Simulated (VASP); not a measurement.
Wanted: the native input for a VASP 6.6.1 run.

| Item | Value |
| --- | --- |
| Task | relaxation of cell and atoms |
| Functional | PBE |
| Potentials or basis | VASP PAW PBE potentials, release 64 (Sc_sv, Si, O) |
| Cutoff | 600 eV |
| k mesh | 6 × 6 × 6 |
| Occupations | gaussian, width 0.1 eV |
| Spin | no spin polarisation |
| Dipole correction | no |
| Further INCAR settings | ALGO = Normal; EDIFF = 1e-06; IBRION = 2; EDIFFG = -0.04; NSW = 90; ISIF = 3 |

The structure of ScSi2O3 lies in POSCAR:

```
ScSi2O3
1.0
    5.7470844042      0.0000000000      0.0000000000
   -2.8735422021      4.9771210917      0.0000000000
    0.0000000000      0.0000000000      2.7937017987
Sc Si O
1 2 3
Direct
    0.0000000000      0.0000000000      0.5000000000
    0.3333333333      0.6666666667      0.5000000000
    0.6666666667      0.3333333333      0.5000000000
    0.3542186461      0.0000000000      0.5000000000
    0.0000000000      0.3542186461      0.5000000000
    0.6457813539      0.6457813539      0.5000000000
```

One way to write it, as run:

INCAR

```
SYSTEM = ScSi2O3
PREC     = Accurate       ! precision mode
ENCUT    = 600            ! plane-wave cutoff, eV
EDIFF    = 1E-6           ! SCF threshold, eV
ISMEAR   = 0              ! smearing method
SIGMA    = 0.1            ! smearing width, eV
LREAL    = .False.        ! projectors in reciprocal space
LASPH    = .True.         ! aspherical terms in the spheres
NELM     = 100            ! most SCF steps
ALGO     = Normal         ! electronic algorithm
ISIF     = 3              ! what is computed and relaxed
LWAVE    = .False.        ! write WAVECAR
LCHARG   = .False.        ! write CHGCAR
GGA      = PE             ! functional
IBRION   = 2              ! ionic algorithm
NSW      = 90             ! ionic steps
EDIFFG   = -0.04          ! ionic threshold
```

KPOINTS

```
regular mesh
0
Gamma
  6 6 6
  0 0 0
```

Potentials or basis: VASP PAW PBE potentials, release 64 (Sc_sv, Si, O).

The run is started by

```sh
$ cat potpaw_PBE.64/Sc_sv/POTCAR potpaw_PBE.64/Si/POTCAR potpaw_PBE.64/O/POTCAR > POTCAR
$ mpirun -np 1 vasp_std > vasp.out
```

Results of the run:

```yaml
Relaxed_volume: 13.37 Å³/atom
Relaxed_cell: a = 5.757 Å, b = 5.757 Å, c = 2.795 Å, α = 90.00°, β = 90.00°, γ = 120.00°
Space_group_after_relaxing_to_0.05_Å: P-62m (No. 189)
Energy_gained_by_relaxing: 0.1 meV/atom
Ionic_steps: 3
Pressure_after_relaxing: 0.0 GPa
Largest_force_after_relaxing: 0.023 eV/Å
```

Caveat: the k points lie up to 0.37 Å⁻¹ apart in the final cell; an odd number of electrons without spin polarisation forces a metal; a magnetic or distorted state may lie lower.

Wall time 68 s on 1 thread of Intel(R) Xeon(R) 6975P-C (Granite Rapids), on a shared host, peak memory 0.26 GiB.
